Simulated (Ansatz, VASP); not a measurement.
Two plane-wave programs on Si2W

```
W Si
1.0
     4.61685    0.00000    0.00000
    -2.30843    3.99831    0.00000
     0.00000    0.00000    6.65322
W Si
3 6
Cartesian
  2.3084 0.0000 3.3266
  1.1542 1.9992 5.5444
  -1.1542 1.9992 1.1089
  1.1332 0.6542 1.1089
  3.4837 0.6542 5.5444
  0.0000 1.3085 3.3266
  1.1753 3.3441 1.1089
  -1.1753 3.3441 5.5444
  2.3084 2.6899 3.3266
```

Alike in both runs: functional LDA; k mesh 7 × 7 × 4; occupations fermi-dirac, width 0.05 eV; no spin polarisation.

```csv
,VASP,Ansatz
version,VASP 6.6.1,Ansatz 0.2.0
potentials or method,"VASP PAW LDA potentials, release 64 (W_sv, Si)",Ansatz PAW
plane-wave cutoff (eV),520,420
valence electrons in the cell,66,66
task,single point,band structure
```

|  | VASP | Ansatz | Ansatz less VASP |
| --- | --- | --- | --- |
| pressure (GPa) | -8.6 | -9.2 | -0.69 |
| traceless stress, the component that is largest in VASP (GPa) | -0.34 | -0.35 | -0.007 |
| rms of the force components (eV/Å) | 0.023 | 0.026 | +0.0030 |

LDA's correlation is that of Perdew and Zunger in VASP and of Perdew and Wang (1992) in Ansatz. Atom by atom the forces differ by 0.003 eV/Å (rms over components).

Neither program's run includes spin-orbit coupling.
